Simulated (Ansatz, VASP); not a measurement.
**One calculation of Al2Ru, two programs**

```
Al Ru
1.0
    -1.56091    1.56091    4.22249
     1.56091   -1.56091    4.22249
     1.56091    1.56091   -4.22249
Al Ru
2 1
Direct
  0.65909 0.65909 0.00000
  0.34091 0.34091 0.00000
  0.00000 0.00000 0.00000
```

Alike in both runs: functional r2SCAN; k mesh 18 × 18 × 18; occupations gaussian, width 0.1 eV; no spin polarisation.

Ansatz relaxed the structure, and its values are those at the end. VASP's run is a single point on that final structure, the one shown.

|  | VASP | Ansatz |
| --- | --- | --- |
| version | VASP 6.6.1 | Ansatz 0.2.0 |
| potentials or method | VASP PAW PBE potentials, release 64 (Al, Ru_pv), cutoff 520 eV | scalar-relativistic, plane waves, PAW |
| valence electrons in the cell | 20 | 22 |

VASP gave:

| Property | Result |
| --- | --- |
| gap on the k mesh at the Fermi level (eV) | none |
| pressure (GPa) | -0.1 |
| rms of the force components (eV/Å) | 0.006 |

**Question.** Which values does Ansatz return?

**Answer.** gap on the k mesh at the Fermi level (eV): none; pressure (GPa): 0.0; rms of the force components (eV/Å): 0.000.

VASP's potentials were made for PBE, not for r2SCAN. A gap of «none» marks a metal or a gap that the smearing closes. With one functional, cell and mesh, what is left measures potentials, basis and numerics. VASP's potentials hold 20 valence electrons a cell and Ansatz's 22, so a difference there can come from the potentials and not from the codes.
